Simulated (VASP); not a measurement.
A run of VASP 6.6.1:

File INCAR:

```
SYSTEM = TiO2
ALGO     = Normal         ! electronic algorithm
EDIFF    = 1E-6           ! SCF threshold, eV
ENCUT    = 600            ! plane-wave cutoff, eV
GGA      = PS             ! functional
GGA_COMPAT= .FALSE.      
ISIF     = 2              ! what is computed and relaxed
ISMEAR   = 0              ! smearing method
LASPH    = .TRUE.         ! aspherical terms in the spheres
LCHARG   = .TRUE.         ! write CHGCAR
LELF     = .TRUE.         ! ELF
LREAL    = .FALSE.        ! projectors in reciprocal space
LVHAR    = .TRUE.       
LWAVE    = .FALSE.        ! write WAVECAR
NBANDS   = 33             ! bands
NELM     = 120            ! most SCF steps
PREC     = Accurate       ! precision mode
SIGMA    = 0.01           ! smearing width, eV
```

KPOINTS

```
k-points
0
G
  9 9 9
  0 0 0
```

POSCAR

```
TiO2
1.0
   -1.8921000000      1.8921000000      4.7573000000
    1.8921000000     -1.8921000000      4.7573000000
    1.8921000000      1.8921000000     -4.7573000000
Ti O
2 4
Direct
    0.0000000000      1.0000000000      0.0000000000
    0.7500000000      0.2500000000      0.5000000000
    0.2081000000      0.2081000000      0.0000000000
    0.7919000000      0.7919000000      0.0000000000
   -0.0419000000      0.4581000000      0.5000000000
    0.5419000000      1.0419000000      0.5000000000
```

Potentials or basis: VASP PAW PBE potentials, release 64 (Ti_sv, O).

Run with:

```console
$ cat potpaw_PBE.64/Ti_sv/POTCAR potpaw_PBE.64/O/POTCAR > POTCAR
$ mpirun -np 1 vasp_std > vasp.out
```

Hardware: 1 thread of Intel(R) Xeon(R) 6975P-C (Granite Rapids) (shared host).

How long does it take, and how much memory?

Wall time 3.2 min on 1 thread of Intel(R) Xeon(R) 6975P-C (Granite Rapids) (shared host), peak memory 0.41 GiB. Counts: scf iterations 16, k points 75.
